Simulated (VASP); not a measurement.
# Sb (I4/mcm) in VASP: further runs

The runs below take Sb through single point, with PBEsol, LDA, PBE.

Everything below comes from runs of VASP 6.6.1. Logs are shortened: lines on timing, memory, paths and dates and some standing lists are left out, and cuts for length are marked.

## Step 1: The cell of the first run

Symmetry: I4/mcm, No. 140, tetragonal system. Conventional cell: a = 8.060 Å, b = 8.060 Å, c = 4.051 Å, α = 90.00°, β = 90.00°, γ = 90.00°. Sb (site symmetry m2m) has 7 Sb at 3.03 to 3.45 Å within 4.0 Å.

## Step 2: Single point, PBEsol

File INCAR:

```
SYSTEM = Sb
ALGO     = Normal         ! electronic algorithm
EDIFF    = 1E-6           ! SCF threshold, eV
ENCUT    = 520            ! plane-wave cutoff, eV
GGA      = PS             ! functional
ISIF     = 2              ! what is computed and relaxed
ISMEAR   = -1             ! smearing method
LASPH    = .TRUE.         ! aspherical terms in the spheres
LCHARG   = .TRUE.         ! write CHGCAR
LELF     = .TRUE.         ! ELF
LREAL    = .FALSE.        ! projectors in reciprocal space
LVHAR    = .TRUE.       
LWAVE    = .FALSE.        ! write WAVECAR
NBANDS   = 18             ! bands
NELM     = 60             ! most SCF steps
PREC     = Accurate       ! precision mode
SIGMA    = 0.05           ! smearing width, eV
```

File KPOINTS:

```
k-points
0
G
  7 7 7
  0 0 0
```

File POSCAR:

```
Sb
1.0
   -4.0300106443      4.0300106443      2.0254867038
    4.0300106443     -4.0300106443      2.0254867038
    4.0300106443      4.0300106443     -2.0254867038
Sb
4
Direct
    0.6512630600      0.1512630600      0.8025261200
    0.1512630600      0.3487369400      0.5000000000
    0.3487369400      0.8487369400      0.1974738800
    0.8487369400      0.6512630600      0.5000000000
```

Potentials or basis: VASP PAW PBE potentials, release 64 (Sb).

Command:

```console
$ cat potpaw_PBE.64/Sb/POTCAR > POTCAR
$ mpirun -np 1 vasp_std > vasp.out
```

OUTCAR:

```text
SYSTEM = Sb
   EDIFF = 1E-6
   ENCUT = 520
   GGA = PS
   ISIF = 2
   ISMEAR = -1
   LASPH = .TRUE.
   LREAL = .FALSE.
   NELM = 60
   PREC = Accurate

 ion  position               nearest neighbor table
   1  0.651  0.151  0.803-   3 3.03   3 3.03   2 3.17   4 3.17   2 3.17   4 3.17   3 3.45
   2  0.151  0.349  0.500-   4 3.03   4 3.03   1 3.17   3 3.17   1 3.17   3 3.17   4 3.45
   3  0.349  0.849  0.197-   1 3.03   1 3.03   2 3.17   4 3.17   4 3.17   2 3.17   1 3.45
   4  0.849  0.651  0.500-   2 3.03   2 3.03   1 3.17   3 3.17   3 3.17   1 3.17   2 3.45

  LATTYP: Found a body centered tetragonal cell.
 ALAT       =     8.0600212886
 C/A-ratio  =     0.5026008322

  Lattice vectors:

 A1 = (  -4.0300106443,   4.0300106443,   2.0254867038)
 A2 = (   4.0300106443,  -4.0300106443,   2.0254867038)
 A3 = (   4.0300106443,   4.0300106443,  -2.0254867038)

Analysis of symmetry for initial positions (statically):
=====================================================================
 Subroutine PRICEL returns:
 Original cell was already a primitive cell.

 Routine SETGRP: Setting up the symmetry group for a
 body centered tetragonal supercell.

 Subroutine GETGRP returns: Found 16 space group operations
 (whereof  8 operations were pure point group operations)
 out of a pool of 16 trial point group operations.

The static configuration has the point symmetry C_4h.
 The point group associated with its full space group is D_4h.

Analysis of symmetry for dynamics (positions and initial velocities):
=====================================================================
 Subroutine PRICEL returns:
 Original cell was already a primitive cell.

 Routine SETGRP: Setting up the symmetry group for a
 body centered tetragonal supercell.

 Subroutine GETGRP returns: Found 16 space group operations
 (whereof  8 operations were pure point group operations)
 out of a pool of 16 trial point group operations.

The dynamic configuration has the point symmetry C_4h.
 The point group associated with its full space group is D_4h.

 Subroutine INISYM returns: Found 16 space group operations
 (whereof  8 operations are pure point group operations),
 and found     1 'primitive' translations

----------------------------------------------------------------------------------------

                                     Primitive cell

  volume of cell :     131.5836

  direct lattice vectors                    reciprocal lattice vectors
    -4.030010644  4.030010644  2.025486704     0.000000000  0.124069151  0.246854249
     4.030010644 -4.030010644  2.025486704     0.124069151  0.000000000  0.246854249
     4.030010644  4.030010644 -2.025486704     0.124069151  0.124069151  0.000000000

  length of vectors
     6.048517833  6.048517833  6.048517833     0.276279161  0.276279161  0.175460276

  position of ions in fractional coordinates (direct lattice)
     0.651263060  0.151263060  0.802526120
     0.151263060  0.348736940  0.500000000
     0.348736940  0.848736940  0.197473880
     0.848736940  0.651263060  0.500000000

  ion indices of the primitive-cell ions
   primitive index   ion index
                 1           1
                 2           2
                 3           3
                 4           4

----------------------------------------------------------------------------------------

 KPOINTS: k-points

Automatic generation of k-mesh.
 Grid dimensions read from file:
 generate k-points for:    7    7    7

 Generating k-lattice:

  Cartesian coordinates                     Fractional coordinates (reciprocal lattice)
     0.000000000  0.017724164  0.035264893     0.142857143  0.000000000  0.000000000
     0.017724164  0.000000000  0.035264893     0.000000000  0.142857143  0.000000000
     0.017724164  0.017724164  0.000000000     0.000000000  0.000000000  0.142857143

  Length of vectors
     0.039468452  0.039468452  0.025065754

  Shift w.r.t. Gamma in fractional coordinates (k-lattice)
     0.000000000  0.000000000  0.000000000

 Subroutine IBZKPT returns following result:
 ===========================================

 Found     40 irreducible k-points:

 Following reciprocal coordinates:
            Coordinates               Weight
  0.000000  0.000000  0.000000      1.000000
  0.142857  0.000000 -0.000000      8.000000
  0.285714  0.000000 -0.000000      8.000000
  0.428571  0.000000 -0.000000      8.000000
  0.142857  0.142857  0.000000      8.000000
  0.285714  0.142857 -0.000000     16.000000
[... 16 lines left out ...]
 -0.142857  0.285714  0.142857      8.000000
 -0.428571  0.428571  0.142857      8.000000
 [... further k-points ...]
   k-points           NKPTS =     40   k-points in BZ     NKDIM =     40   number of bands    NBANDS=     18
   number of dos      NEDOS =    301   number of ions     NIONS =      4
   total plane-waves  NPLWV = 110592
   dimension x,y,z NGX =    48 NGY =   48 NGZ =   48
   dimension x,y,z NGXF=    96 NGYF=   96 NGZF=   96
   ions per type =               4
   NGX,Y,Z   is equivalent  to a cutoff of  13.19, 13.19, 13.19 a.u.
   NGXF,Y,Z  is equivalent  to a cutoff of  26.39, 26.39, 26.39 a.u.
 SYSTEM =  Sb
   PREC   = accura    normal or accurate (medium, high low for compatibility)
   ISTART =      0    job   : 0-new  1-cont  2-samecut
   ICHARG =      2    charge: 1-file 2-atom 10-const
   ISPIN  =      1    spin polarized calculation?
   LNONCOLLINEAR =      F non collinear calculations
   LSORBIT =      F    spin-orbit coupling
   LASPH  =      T    aspherical Exc in radial PAW
   ENCUT  =  520.0 eV  38.22 Ry    6.18 a.u.  11.25 11.25 11.25*2*pi/ulx,y,z
   NELM   =     60;   NELMIN=  2; NELMDL= -5     # of ELM steps
   EDIFF  = 0.1E-05   stopping-criterion for ELM
   LREAL  =      F    real-space projection
   EDIFFG = 0.1E-04   stopping-criterion for IOM
   NSW    =      0    number of steps for IOM
   IBRION =     -1    ionic relax: 0-MD 1-quasi-New 2-CG
   NFREE  =      0    steps in history (QN), initial steepest desc. (CG)
   ISIF   =      2    stress and relaxation
   ISYM   =      2    0-nonsym 1-usesym 2-fastsym
   POTIM  = 0.5000    time-step for ionic-motion
   TEBEG  =    0.0;   TEEND  =   0.0 temperature during run
   PSTRESS=    0.0 pullay stress
   NELECT =      20.0000    total number of electrons
   NUPDOWN=      -1.0000    fix difference up-down
   EMIN   =  10.00;   EMAX   =-10.00  energy-range for DOS
   EFERMI =   0.00;   METHOD = LEGACY
   ISMEAR =    -1;   SIGMA  =   0.05  broadening in eV -4-tet -1-fermi 0-gaus
   EFERMI_NEDOS =   21; number of points for ismear=-14 and -15
   IALGO  =     38    algorithm
   IMIX   =      4    mixing-type and parameters
     AMIX     =   0.40;   BMIX     =  1.00
     AMIX_MAG =   1.60;   BMIX_MAG =  1.00
  volume/ion in A,a.u.               =      32.90       221.99
  Fermi-wavevector in a.u.,A,eV,Ry     =   0.873677  1.651010 10.385484  0.763312
  Thomas-Fermi vector in A             =   1.993101
   LORBIT       =      0    0 simple, 1 ext, 2 COOP (PROOUT), +10 PAW based schemes
   GGA     = PS    functional components
   LHFCALC =     F    Hartree Fock is set to
   AEXX    =    0.0000 exact exchange contribution
   IVDW    =     0    specifies the selected vdW correction
   LEPSILON=     F    determine dielectric tensor
   LRPA    =     F    only Hartree local field effects (RPA)
 non-spin polarized calculation
  energy-cutoff  :      520.00
  volume of cell :      131.58
 maximum number of plane-waves:      3571
 NGX is ok and might be reduce to    48
   NGX = 23   NGY = 23   NGZ = 23

 number of electron      20.0000002 magnetization

 Free energy of the ion-electron system (eV)
  ---------------------------------------------------
  ext. energy  EPLUGINS =         0.00000000
  ---------------------------------------------------
  free energy    TOTEN  =       -17.17699866 eV

  energy without entropy =      -17.15172401  energy(sigma->0) =      -17.16436134

 E-fermi :   5.9651     XC(G=0):  -9.1221

 val. band max:        5.9646700277   @ k =  -0.4286  -0.4286   0.4286
 cond. band min:       5.9691073333   @ k =   0.1429   0.1429   0.1429
 fundamental gap:      0.0044373056
 Fermi energy:         5.9651250774

 k-point     1 :       0.0000    0.0000    0.0000
  band No.  band energies     occupation
      1      -6.5469      2.00000
      2      -3.1829      2.00000
      3      -1.9578      2.00000
      4      -1.9578      2.00000
      5       1.1655      2.00000
      6       4.4067      2.00000
[... 10 lines left out ...]
     17      11.6922      0.00000
     18      12.6514      0.00000

 k-point     2 :       0.1429    0.0000   -0.0000
  band No.  band energies     occupation
      1      -6.3233      2.00000
      2      -3.2303      2.00000
      3      -2.0211      2.00000
      4      -1.7035      2.00000
      5       1.5225      2.00000
      6       2.7575      2.00000
[... 10 lines left out ...]
     17      10.6337      0.00000
     18      12.2250      0.00000

 k-point     3 :       0.2857    0.0000   -0.0000
  band No.  band energies     occupation
      1      -5.6578      2.00000
      2      -3.1676      2.00000
      3      -2.1683      2.00000
      4      -1.8095      2.00000
      5       1.5665      2.00000
      6       1.6001      2.00000
[... 10 lines left out ...]
     17      10.8610      0.00000
     18      12.8416      0.00000

 k-point     4 :       0.4286    0.0000   -0.0000
  band No.  band energies     occupation
      1      -4.5765      2.00000
      2      -3.2325      2.00000
      3      -2.7476      2.00000
      4      -2.4307      2.00000
      5       1.0026      2.00000
      6       1.1626      2.00000
[... 375 lines left out ...]
      4      -0.8284      2.00000
      5       2.4000      2.00000
      6       2.9746      2.00000
[... 10 lines left out ...]
     17      10.2109      0.00000
     18      11.2611      0.00000

 k-point    23 :      -0.1429    0.2857    0.1429
  band No.  band energies     occupation
      1      -6.0352      2.00000
      2      -3.8614      2.00000
      3      -2.7713      2.00000
      4      -0.9214      2.00000
      5       2.3858      2.00000
      6       2.5733      2.00000
[... 10 lines left out ...]
     17      10.9813      0.00000
     18      11.5379      0.00000

 k-point    24 :      -0.4286    0.4286    0.1429
  band No.  band energies     occupation
      1      -5.9536      2.00000
      2      -4.6219      2.00000
      3      -2.7400      2.00000
      4      -0.6444      2.00000
      5       2.5121      2.00000
      6       3.3608      2.00000
[... 10 lines left out ...]
     17      10.2851      0.00000
     18      10.8830      0.00000

 [... further k-points ...]
[... 5 lines left out ...]
  --------------------------------------------------------------------------------------
  -------------------------------------------------------------------------------------
  Total       -0.6198333     -0.6198333     -0.4436371      0.0000000      0.0000000      0.0000000
  in kB       -7.5471624     -7.5471624     -5.4017769      0.0000000      0.0000000      0.0000000
  external PRESSURE =      -6.8320339 kB  Pullay stress =       0.0000000 kB

 VOLUME and BASIS-vectors are now :
 -----------------------------------------------------------------------------
  energy-cutoff  :      520.00
  volume of cell :      131.58
      direct lattice vectors                 reciprocal lattice vectors
    -4.030010644  4.030010644  2.025486704     0.000000000  0.124069151  0.246854249
     4.030010644 -4.030010644  2.025486704     0.124069151  0.000000000  0.246854249
     4.030010644  4.030010644 -2.025486704     0.124069151  0.124069151  0.000000000

 POSITION                                       TOTAL-FORCE (eV/Angst)
 -----------------------------------------------------------------------------------
      1.21918      5.24919     -0.00000        -0.037122     -0.037122      0.000000
      2.81083      1.21918      0.00000         0.037122     -0.037122     -0.000000
      2.81083     -1.21918      2.02549         0.037122      0.037122      0.000000
      1.21918      2.81083      2.02549        -0.037122      0.037122      0.000000
 -----------------------------------------------------------------------------------
    total drift:                                0.000000     -0.000000      0.000000

  FREE ENERGIE OF THE ION-ELECTRON SYSTEM (eV)
  ---------------------------------------------------
  free  energy   TOTEN  =       -17.1769986633 eV

  energy  without entropy=      -17.1517240143  energy(sigma->0) =      -17.16436134
```

Wall time 48 s (1 thread of Intel Xeon 6975P-C (Granite Rapids), shared host); peak memory 0.33 GiB.

Results:

```
Free energy            : -17.1770 eV
Pressure               : -0.7 GPa
Largest force          : 0.052 eV/Å
Band gap on the k mesh : zero (band 10 reaches 6.57 eV, above the bottom of band 11 at 5.03 eV)
```

Forces on the atoms (eV/Å):
```
Sb  -0.037 -0.037  0.000
Sb   0.037 -0.037  0.000
Sb   0.037  0.037  0.000
Sb  -0.037  0.037  0.000
```

Stress tensor (GPa, compression positive):
```
-0.75  0.00  0.00
 0.00 -0.75  0.00
 0.00  0.00 -0.54
```

Caveat: the PAW data sets were made with another functional, which shifts forces and pressure a little; spin-orbit coupling is left out, which moves the levels of the heavy elements.

[end of part 1 of 2]
